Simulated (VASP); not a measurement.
# C (Fd-3m) in VASP: notebook

Runs on C. Level: PBEsol. Tasks: vibrations by perturbation theory.

Everything below comes from runs of VASP 6.6.1. Logs are shortened: lines on timing, memory, paths and dates and some standing lists are left out, and cuts for length are marked.

## (1) The cell of the first run

Symmetry: Fd-3m, No. 227, cubic system. Conventional cell: a = 3.517 Å, b = 3.517 Å, c = 3.517 Å, α = 90.00°, β = 90.00°, γ = 90.00°. Within 2.0 Å of C (site symmetry -43m) lie 4 C at 1.52 Å.

## (2) Vibrations by perturbation theory, PBEsol

Input file INCAR:

```
SYSTEM = C
PREC = Accurate
ENCUT = 520
EDIFF = 1E-8
ISMEAR = 0
SIGMA = 0.01
LREAL = .FALSE.
LASPH = .TRUE.
NELM = 80
ALGO = Normal
ISIF = 2
LWAVE = .FALSE.
LCHARG = .FALSE.
GGA = PS
IBRION = 8
NSW = 1
```

Input file KPOINTS:

```
regular mesh
0
G
  12 12 12
  0 0 0
```

Input file POSCAR:

```
C
1.0
    1.7583660182      1.7583660182      0.0000000000
   -1.7583660182      1.7583660182      0.0000000000
    0.0000000000      1.7583660182      1.7583660182
C
2
Direct
    0.5000000000      0.5000000000      0.0000000000
    0.7500000000      0.2500000000      0.5000000000
```

Potentials or basis: VASP PAW PBE potentials, release 64 (C).

Run with:

```
$ cat potpaw_PBE.64/C/POTCAR > POTCAR
$ mpirun -np 1 vasp_std > vasp.out
```

OUTCAR:

```text
SYSTEM = C
   PREC = Accurate
   ENCUT = 520
   EDIFF = 1E-8
   ISMEAR = 0
   LREAL = .FALSE.
   LASPH = .TRUE.
   NELM = 80
   ISIF = 2
   GGA = PS
   IBRION = 8
   NSW = 1

 ion  position               nearest neighbor table
   1  0.500  0.500  0.000-   2 1.52   2 1.52   2 1.52   2 1.52
   2  0.750  0.250  0.500-   1 1.52   1 1.52   1 1.52   1 1.52

  LATTYP: Found a face centered cubic cell.
 ALAT       =     3.5167320364

  Lattice vectors:

 A1 = (   0.0000000000,   1.7583660182,   1.7583660182)
 A2 = (   1.7583660182,   0.0000000000,   1.7583660182)
 A3 = (   1.7583660182,   1.7583660182,   0.0000000000)

Analysis of symmetry for initial positions (statically):
=====================================================================
 Subroutine PRICEL returns:
 Original cell was already a primitive cell.

 Routine SETGRP: Setting up the symmetry group for a
 face centered cubic supercell.

 Subroutine GETGRP returns: Found 48 space group operations
 (whereof 24 operations were pure point group operations)
 out of a pool of 48 trial point group operations.

The static configuration has the point symmetry T_d .
 The point group associated with its full space group is O_h .

Analysis of symmetry for dynamics (positions and initial velocities):
=====================================================================
 Subroutine PRICEL returns:
 Original cell was already a primitive cell.

 Routine SETGRP: Setting up the symmetry group for a
 face centered cubic supercell.

 Subroutine GETGRP returns: Found 48 space group operations
 (whereof 24 operations were pure point group operations)
 out of a pool of 48 trial point group operations.

The dynamic configuration has the point symmetry T_d .
 The point group associated with its full space group is O_h .

 Subroutine INISYM returns: Found 48 space group operations
 (whereof 24 operations are pure point group operations),
 and found     1 'primitive' translations

----------------------------------------------------------------------------------------

                                     Primitive cell

  volume of cell :      10.8732

  direct lattice vectors                    reciprocal lattice vectors
     1.758366018  1.758366018  0.000000000     0.284354904  0.284354904 -0.284354904
    -1.758366018  1.758366018  0.000000000    -0.284354904  0.284354904 -0.284354904
     0.000000000  1.758366018  1.758366018     0.000000000  0.000000000  0.568709808

  length of vectors
     2.486705071  2.486705071  2.486705071     0.492517141  0.492517141  0.568709808

  position of ions in fractional coordinates (direct lattice)
     0.500000000  0.500000000  0.000000000
     0.750000000  0.250000000  0.500000000

  ion indices of the primitive-cell ions
   primitive index   ion index
                 1           1
                 2           2

----------------------------------------------------------------------------------------

 KPOINTS: regular mesh

Automatic generation of k-mesh.
 Grid dimensions read from file:
 generate k-points for:   12   12   12

 Generating k-lattice:

  Cartesian coordinates                     Fractional coordinates (reciprocal lattice)
     0.023696242  0.023696242 -0.023696242     0.083333333  0.000000000  0.000000000
    -0.023696242  0.023696242 -0.023696242     0.000000000  0.083333333  0.000000000
     0.000000000  0.000000000  0.047392484     0.000000000  0.000000000  0.083333333

  Length of vectors
     0.041043095  0.041043095  0.047392484

  Shift w.r.t. Gamma in fractional coordinates (k-lattice)
     0.000000000  0.000000000  0.000000000

 Subroutine IBZKPT returns following result:
 ===========================================

 Found     72 irreducible k-points:

 Following reciprocal coordinates:
            Coordinates               Weight
  0.000000  0.000000  0.000000      1.000000
  0.083333  0.000000  0.000000      8.000000
  0.166667  0.000000  0.000000      8.000000
  0.250000  0.000000  0.000000      8.000000
  0.333333  0.000000  0.000000      8.000000
  0.416667  0.000000  0.000000      8.000000
[... 16 lines left out ...]
  0.500000  0.166667  0.000000     24.000000
 -0.416667  0.166667  0.000000     24.000000
 [... further k-points ...]
   k-points           NKPTS =     72   k-points in BZ     NKDIM =     72   number of bands    NBANDS=      8
   number of dos      NEDOS =    301   number of ions     NIONS =      2
   total plane-waves  NPLWV =   5832
   dimension x,y,z NGX =    18 NGY =   18 NGZ =   18
   dimension x,y,z NGXF=    36 NGYF=   36 NGZF=   36
   ions per type =               2
   NGX,Y,Z   is equivalent  to a cutoff of  12.03, 12.03, 12.03 a.u.
   NGXF,Y,Z  is equivalent  to a cutoff of  24.07, 24.07, 24.07 a.u.
 SYSTEM =  C
   PREC   = accura    normal or accurate (medium, high low for compatibility)
   ISTART =      0    job   : 0-new  1-cont  2-samecut
   ICHARG =      2    charge: 1-file 2-atom 10-const
   ISPIN  =      1    spin polarized calculation?
   LNONCOLLINEAR =      F non collinear calculations
   LSORBIT =      F    spin-orbit coupling
   LASPH  =      T    aspherical Exc in radial PAW
   ENCUT  =  520.0 eV  38.22 Ry    6.18 a.u.   4.62  4.62  4.62*2*pi/ulx,y,z
   NELM   =     80;   NELMIN=  2; NELMDL= -5     # of ELM steps
   EDIFF  = 0.1E-07   stopping-criterion for ELM
   LREAL  =      F    real-space projection
   EDIFFG = 0.1E-06   stopping-criterion for IOM
   NSW    =      1    number of steps for IOM
   IBRION =      8    ionic relax: 0-MD 1-quasi-New 2-CG
   NFREE  =      0    steps in history (QN), initial steepest desc. (CG)
   ISIF   =      2    stress and relaxation
   ISYM   =      2    0-nonsym 1-usesym 2-fastsym
   POTIM  = 0.5000    time-step for ionic-motion
   TEBEG  =    0.0;   TEEND  =   0.0 temperature during run
   PSTRESS=    0.0 pullay stress
   NELECT =       8.0000    total number of electrons
   NUPDOWN=      -1.0000    fix difference up-down
   EMIN   =  10.00;   EMAX   =-10.00  energy-range for DOS
   EFERMI =   0.00;   METHOD = LEGACY
   ISMEAR =     0;   SIGMA  =   0.01  broadening in eV -4-tet -1-fermi 0-gaus
   EFERMI_NEDOS =   21; number of points for ismear=-14 and -15
   IALGO  =     38    algorithm
   IMIX   =      4    mixing-type and parameters
     AMIX     =   0.40;   BMIX     =  1.00
     AMIX_MAG =   1.60;   BMIX_MAG =  1.00
  volume/ion in A,a.u.               =       5.44        36.69
  Fermi-wavevector in a.u.,A,eV,Ry     =   1.477924  2.792872 29.718668  2.184260
  Thomas-Fermi vector in A             =   2.592269
   LORBIT       =      0    0 simple, 1 ext, 2 COOP (PROOUT), +10 PAW based schemes
   GGA     = PS    functional components
   LHFCALC =     F    Hartree Fock is set to
   AEXX    =    0.0000 exact exchange contribution
   IVDW    =     0    specifies the selected vdW correction
   LEPSILON=     F    determine dielectric tensor
   LRPA    =     F    only Hartree local field effects (RPA)
 non-spin polarized calculation
 Gauss-broadening in eV      SIGMA  =   0.01
  energy-cutoff  :      520.00
  volume of cell :       10.87
 maximum number of plane-waves:       304
   NGX =  9   NGY =  9   NGZ =  9

--------------------------------------- Ionic step        1  -------------------------------------------

 number of electron       8.0000002 magnetization

 Free energy of the ion-electron system (eV)
  ---------------------------------------------------
  ext. energy  EPLUGINS =         0.00000000
  ---------------------------------------------------
  free energy    TOTEN  =       -19.23079878 eV

  energy without entropy =      -19.23079878  energy(sigma->0) =      -19.23079878

 E-fermi :  10.4708     XC(G=0): -13.6430

 val. band max:       10.3317118419   @ k =   0.0000   0.0000   0.0000
 cond. band min:      14.4662467128   @ k =  -0.3333   0.3333   0.0000
 fundamental gap:      4.1345348709
 Fermi energy:        10.4708004200

 k-point     1 :       0.0000    0.0000    0.0000
  band No.  band energies     occupation
      1     -11.7679      2.00000
      2      10.3317      2.00000
      3      10.3317      2.00000
      4      10.3317      2.00000
      5      15.9882      0.00000
      6      15.9882      0.00000
      7      15.9882      0.00000
      8      24.6788      0.00000
[... 243 lines left out ...]
 k-point    24 :      -0.4167    0.1667    0.0000
  band No.  band energies     occupation
      1      -7.4480      2.00000
      2       0.2243      2.00000
      3       5.9186      2.00000
      4       6.0806      2.00000
      5      17.0628      0.00000
      6      21.5950      0.00000
      7      21.9229      0.00000
      8      23.2480      0.00000

 [... further k-points ...]
[... 5 lines left out ...]
  --------------------------------------------------------------------------------------
  -------------------------------------------------------------------------------------
  Total        1.1032609      1.1032609      1.1032609      0.0000000      0.0000000     -0.0000000
  in kB      162.5664645    162.5664645    162.5664645      0.0000000      0.0000000     -0.0000000
  external PRESSURE =     162.5664645 kB  Pullay stress =       0.0000000 kB

 VOLUME and BASIS-vectors are now :
 -----------------------------------------------------------------------------
  energy-cutoff  :      520.00
  volume of cell :       10.87
      direct lattice vectors                 reciprocal lattice vectors
     1.758366018  1.758366018  0.000000000     0.284354904  0.284354904 -0.284354904
    -1.758366018  1.758366018  0.000000000    -0.284354904  0.284354904 -0.284354904
     0.000000000  1.758366018  1.758366018     0.000000000  0.000000000  0.568709808

 POSITION                                       TOTAL-FORCE (eV/Angst)
 -----------------------------------------------------------------------------------
      0.00000      1.75837      0.00000         0.000000      0.000000      0.000000
      0.87918      2.63755      0.87918        -0.000000     -0.000000      0.000000
 -----------------------------------------------------------------------------------
    total drift:                                0.000000     -0.000000      0.000000

  FREE ENERGIE OF THE ION-ELECTRON SYSTEM (eV)
  ---------------------------------------------------
  free  energy   TOTEN  =       -19.2307987805 eV

  energy  without entropy=      -19.2307987805  energy(sigma->0) =      -19.23079878

[... ionic steps 2 to 3 ...]

--------------------------------------- Ionic step        4  -------------------------------------------

 Free energy of the ion-electron system (eV)
  ---------------------------------------------------
  ---------------------------------------------------
  free energy    TOTEN  =        -0.11240580 eV

  energy without entropy =       -0.11240580

------------------------ aborting loop because EDIFF is reached ----------------------------------------

 INTERNAL STRAIN TENSOR  FOR ION    1  DIRECTION 1   (eV/Angst):
 -----------------------------------------------------------------------------
     0.01662  0.00000  0.00000
     0.00000 -0.00928  5.81093
    -0.00000  5.81093 -0.00928

 INTERNAL STRAIN TENSOR FOR ION    2 for displacements in x,y,z  (eV/Angst):
          X           Y           Z          XY          YZ          ZX
  --------------------------------------------------------------------------------
  x    -0.00000    -0.00000    -0.00000     0.00000    -5.81093     0.00000
  y    -0.00000    -0.00000    -0.00000     0.00000     0.00000    -5.81093
  z    -0.00000    -0.00000    -0.00000    -5.81093     0.00000    -0.00000

 SECOND DERIVATIVES (NOT SYMMETRIZED)
 ------------------------------------
               1X          1Y          1Z          2X          2Y          2Z
  1X   -40.310423   -0.000000    0.000000   40.310423    0.000000   -0.000000
  1Y     0.000000  -40.310423   -0.000000   -0.000000   40.310423    0.000000
  1Z     0.000000   -0.000000  -40.310423   -0.000000    0.000000   40.310423
  2X    40.310423    0.000000   -0.000000  -40.310423   -0.000000    0.000000
  2Y    -0.000000   40.310423    0.000000    0.000000  -40.310423   -0.000000
  2Z    -0.000000    0.000000   40.310423    0.000000   -0.000000  -40.310423

 Eigenvectors and eigenvalues of the dynamical matrix
 ----------------------------------------------------

   1 f  =   40.502779 THz   254.486463 2PiTHz 1351.027268 cm-1   167.505957 meV
             X         Y         Z           dx          dy          dz
      0.000000  1.758366  0.000000    -0.171499   -0.685994    0.000000
      0.879183  2.637549  0.879183     0.171499    0.685994    0.000000
[... 11 lines left out ...]
   4 f  =    0.000000 THz     0.000000 2PiTHz    0.000000 cm-1     0.000000 meV
             X         Y         Z           dx          dy          dz
      0.000000  1.758366  0.000000    -0.000000    0.000000    0.707107
      0.879183  2.637549  0.879183     0.000000    0.000000    0.707107

   5 f/i=    0.000000 THz     0.000002 2PiTHz    0.000010 cm-1     0.000001 meV
             X         Y         Z           dx          dy          dz
      0.000000  1.758366  0.000000    -0.707077   -0.006540    0.000000
      0.879183  2.637549  0.879183    -0.707077   -0.006540    0.000000

   6 f/i=    0.000000 THz     0.000003 2PiTHz    0.000016 cm-1     0.000002 meV
             X         Y         Z           dx          dy          dz
      0.000000  1.758366  0.000000    -0.006540    0.707077    0.000000
      0.879183  2.637549  0.879183    -0.006540    0.707077    0.000000

--------------------------------------------------------------------------------------------------------

 ELASTIC MODULI CONTR FROM IONIC RELAXATION (kBar)
 Direction    XX          YY          ZZ          XY          YZ          ZX
 --------------------------------------------------------------------------------
 XX          -0.0000     -0.0000     -0.0000     -0.0000     -0.0000     -0.0000
 YY          -0.0000     -0.0000     -0.0000     -0.0000     -0.0000     -0.0000
 ZZ          -0.0000     -0.0000     -0.0000     -0.0000     -0.0000     -0.0000
 XY          -0.0000     -0.0000     -0.0000   -123.4317      0.0000     -0.0000
 YZ          -0.0000     -0.0000     -0.0000      0.0000   -123.4317     -0.0000
 ZX          -0.0000     -0.0000     -0.0000     -0.0000     -0.0000   -123.4317
 --------------------------------------------------------------------------------
```

Wall time 35 s (1 thread of Intel Xeon 6975P-C, shared host); peak memory 0.15 GiB.

What came out:

- Highest phonon frequency at Γ: 1351 cm⁻¹

Phonon frequencies in cm⁻¹ (negative: imaginary):
| q point | frequencies |
| --- | --- |
| (0.000, 0.000, 0.000) | 0 0 0 1351 1351 1351 |

Caveat: the cell wasn't relaxed at this level first, which shifts response properties; the PAW data sets were made with another functional, which shifts forces and pressure a little.

## (3) Vibrations by perturbation theory, PBEsol

This run uses another cell than the first one, of 5.61 Å³/atom, 1.032 times its volume.

Input file INCAR:

```
PREC = Accurate
ENCUT = 520
EDIFF = 1E-8
ISMEAR = 0
SIGMA = 0.01
LREAL = F
LASPH = T
NELM = 100
ALGO = Normal
ISIF = 2
LWAVE = F
LCHARG = T
GGA = PS
NBANDS = 11
IBRION = 8
NSW = 1
```

Input file KPOINTS:

```
regular mesh
0
Gamma
  12 12 12
```

Input file POSCAR:

```
C
1.0
    1.7769037248      1.7769037248      0.0000000000
   -1.7769037248      1.7769037248      0.0000000000
    0.0000000000      1.7769037248      1.7769037248
C
2
Direct
    0.5000000000      0.5000000000      0.0000000000
    0.7500000000      0.2500000000      0.5000000000
```

Potentials or basis: VASP PAW PBE potentials, release 64 (C).

Run with:

```
$ cat potpaw_PBE.64/C/POTCAR > POTCAR
$ mpirun -np 1 vasp_std > vasp.out
```

OUTCAR:

```text
PREC = Accurate
   ENCUT = 520
   EDIFF = 1E-8
   ISMEAR = 0
   LREAL = F
   LASPH = T
   NELM = 100
   ISIF = 2
   GGA = PS
   IBRION = 8
   NSW = 1

 ion  position               nearest neighbor table
   1  0.500  0.500  0.000-   2 1.54   2 1.54   2 1.54   2 1.54
   2  0.750  0.250  0.500-   1 1.54   1 1.54   1 1.54   1 1.54

  LATTYP: Found a face centered cubic cell.
 ALAT       =     3.5538074496

  Lattice vectors:

 A1 = (   0.0000000000,   1.7769037248,   1.7769037248)
 A2 = (   1.7769037248,   0.0000000000,   1.7769037248)
 A3 = (   1.7769037248,   1.7769037248,   0.0000000000)

Analysis of symmetry for initial positions (statically):
=====================================================================
 Subroutine PRICEL returns:
 Original cell was already a primitive cell.

 Routine SETGRP: Setting up the symmetry group for a
 face centered cubic supercell.

 Subroutine GETGRP returns: Found 48 space group operations
[... 563 lines left out ...]
     0.00000  4.00202 -0.00688

 INTERNAL STRAIN TENSOR FOR ION    2 for displacements in x,y,z  (eV/Angst):
          X           Y           Z          XY          YZ          ZX
  --------------------------------------------------------------------------------
  x     0.00000     0.00000     0.00000     0.00000    -4.00202    -0.00000
  y     0.00000     0.00000     0.00000    -0.00000     0.00000    -4.00202
  z     0.00000     0.00000     0.00000    -4.00202    -0.00000    -0.00000

 SECOND DERIVATIVES (NOT SYMMETRIZED)
 ------------------------------------
               1X          1Y          1Z          2X          2Y          2Z
  1X   -37.866219    0.000000   -0.000000   37.866219   -0.000000    0.000000
  1Y    -0.000000  -37.866219    0.000000    0.000000   37.866219   -0.000000
  1Z    -0.000000    0.000000  -37.866219    0.000000   -0.000000   37.866219
  2X    37.866219   -0.000000    0.000000  -37.866219    0.000000   -0.000000
  2Y     0.000000   37.866219   -0.000000   -0.000000  -37.866219    0.000000
  2Z     0.000000   -0.000000   37.866219   -0.000000    0.000000  -37.866219

 Eigenvectors and eigenvalues of the dynamical matrix
 ----------------------------------------------------

   1 f  =   39.255645 THz   246.650490 2PiTHz 1309.427360 cm-1   162.348228 meV
             X         Y         Z           dx          dy          dz
      0.000000  1.776904  0.000000     0.685994   -0.171499    0.000000
      0.888452  2.665356  0.888452    -0.685994    0.171499    0.000000
[... 16 lines left out ...]
   5 f  =    0.000000 THz     0.000000 2PiTHz    0.000000 cm-1     0.000000 meV
             X         Y         Z           dx          dy          dz
      0.000000  1.776904  0.000000     0.000000   -0.000000    0.707107
      0.888452  2.665356  0.888452    -0.000000    0.000000    0.707107

   6 f/i=    0.000000 THz     0.000003 2PiTHz    0.000016 cm-1     0.000002 meV
             X         Y         Z           dx          dy          dz
      0.000000  1.776904  0.000000    -0.001766   -0.707105    0.000000
      0.888452  2.665356  0.888452    -0.001766   -0.707105    0.000000

--------------------------------------------------------------------------------------------------------

 ELASTIC MODULI CONTR FROM IONIC RELAXATION (kBar)
 Direction    XX          YY          ZZ          XY          YZ          ZX
 --------------------------------------------------------------------------------
 XX          -0.0000     -0.0000     -0.0000      0.0000      0.0000      0.0000
 YY          -0.0000     -0.0000     -0.0000      0.0000      0.0000      0.0000
 ZZ          -0.0000     -0.0000     -0.0000      0.0000      0.0000      0.0000
 XY           0.0000      0.0000      0.0000    -60.3941     -0.0000     -0.0000
 YZ           0.0000      0.0000      0.0000     -0.0000    -60.3941     -0.0000
 ZX           0.0000      0.0000      0.0000     -0.0000     -0.0000    -60.3941
 --------------------------------------------------------------------------------
```

It took 55 s on 1 thread of Intel Xeon 6975P-C, shared host; peak memory 0.18 GiB.

Results:

```yaml
Highest_phonon_frequency_at_Γ: 1309 cm⁻¹
```

Phonon frequencies in cm⁻¹ (negative: imaginary):
```tsv
q point	frequencies
(0.000, 0.000, 0.000)	0 0 0 1309 1309 1309
```

Caveat: the cell wasn't relaxed at this level first, which shifts response properties; the PAW data sets were made with another functional, which shifts forces and pressure a little.

(Part 1 of 2 ends here.)
